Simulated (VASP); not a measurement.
A run of VASP 6.6.1 is set up as follows.

INCAR

```
SYSTEM = PbS
PREC     = Accurate       ! precision mode
ENCUT    = 520            ! plane-wave cutoff, eV
EDIFF    = 1E-8           ! SCF threshold, eV
ISMEAR   = -1             ! smearing method
SIGMA    = 0.01           ! smearing width, eV
LREAL    = .False.        ! projectors in reciprocal space
LASPH    = .True.         ! aspherical terms in the spheres
NELM     = 80             ! most SCF steps
ALGO     = Normal         ! electronic algorithm
ISIF     = 2              ! what is computed and relaxed
LWAVE    = .False.        ! write WAVECAR
LCHARG   = .False.        ! write CHGCAR
GGA      = PS             ! functional
LEFG     = .True.       
NBANDS   = 28             ! bands
```

KPOINTS

```
regular mesh
0
Gamma
  7 7 3
  0 0 0
```

Contents of POSCAR:

```
PbS
1.0
    2.9550000000     -2.9147025000     -0.0002025000
    2.9260000000      2.8852975000     -0.0292025000
   -1.1385964500     -0.0531462000     11.7146902500
Pb S
2 2
Direct
    0.7756000000      0.7756000000      0.6363800000
    0.2244000000      0.2244000000      0.3636200000
    0.2684000000      0.2684000000      0.5986000000
    0.7316000000      0.7316000000      0.4014000000
```

Potentials or basis: VASP PAW PBE potentials, release 64 (Pb_d, S).

Launch:

```console
$ cat potpaw_PBE.64/Pb_d/POTCAR potpaw_PBE.64/S/POTCAR > POTCAR
$ mpirun -np 1 vasp_std > vasp.out
```

Task: Estimate the largest force.

Result: 0.675 eV/Å.

Task: What does it give for the band gap on the k mesh?

Result: 1.27 eV, direct.

Electric field gradients, principal values (V/Å²):
```
atom   least  middle  greatest (by size)
1 Pb  35.045  92.406            -127.451
2 Pb  35.045  92.406            -127.451
 3 S   0.656   2.809              -3.465
 4 S   0.656   2.809              -3.465
```

Caveat: the cell differs from its parent crystal (equal xy, yz and zx shear strains of -1 %); without QUAD_EFG the Cq values of the log hold for a quadrupole moment of 1 mb, not for the nuclei; the PAW data sets were made with another functional, which shifts forces and pressure a little; spin-orbit coupling is left out, which moves the levels of the heavy elements.
